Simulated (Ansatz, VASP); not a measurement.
# Ti in VASP and in Ansatz

INCAR

```
SYSTEM = Ti
ALGO = Normal
EDIFF = 1E-7
ENCUT = 520
GGA = CA
ISIF = 2
ISMEAR = 0
LASPH = .TRUE.
LCHARG = .FALSE.
LREAL = .FALSE.
LWAVE = .FALSE.
NBANDS = 12
NELM = 60
PREC = Accurate
SIGMA = 0.1
```

KPOINTS

```
k-points
0
G
  8 8 8
  0 0 0
```

Contents of POSCAR:

```
Ti
1.0
   -1.5579194690      1.5579194690      1.5579194690
    1.5579194690     -1.5579194690      1.5579194690
    1.5579194690      1.5579194690     -1.5579194690
Ti
1
Direct
    0.0000000000      0.0000000000      0.0000000000
```

Input for Ansatz:

```yaml
crystal:
  lattice:
    - [-1.5579194689998164, 1.5579194689998166, 1.5579194689998166]
    - [1.5579194689998164, -1.5579194689998166, 1.5579194689998161]
    - [1.5579194689998164, 1.5579194689998166, -1.5579194689998166]
  atoms:
    - { symbol: Ti, position: [-9.392961959537475e-35, -6.886433725560326e-34, -1.0501897461674447e-33] }
basis:
  ecutwfc: 470.0
kpoints:
  mp_grid:
    grid: [8, 8, 8]
hamiltonian:
  xc: lda
scf:
  occupations:
    method: gaussian
output:
  forces: true
  stress: true
```

Alike in both runs: task single point; functional LDA; k mesh 8 × 8 × 8; no spin polarisation.

```csv
,VASP,Ansatz
version,VASP 6.6.1,Ansatz 0.2.0
potentials or method,"VASP PAW LDA potentials, release 64 (Ti_sv), cutoff 520 eV","plane waves, PAW"
occupations,"gaussian, width 0.1 eV",gaussian
valence electrons in the cell,12,12
```

```csv
,VASP,Ansatz,Ansatz less VASP
pressure (GPa),6.4,6.6,+0.19
```

LDA's correlation is that of Perdew and Zunger in VASP and of Perdew and Wang (1992) in Ansatz.
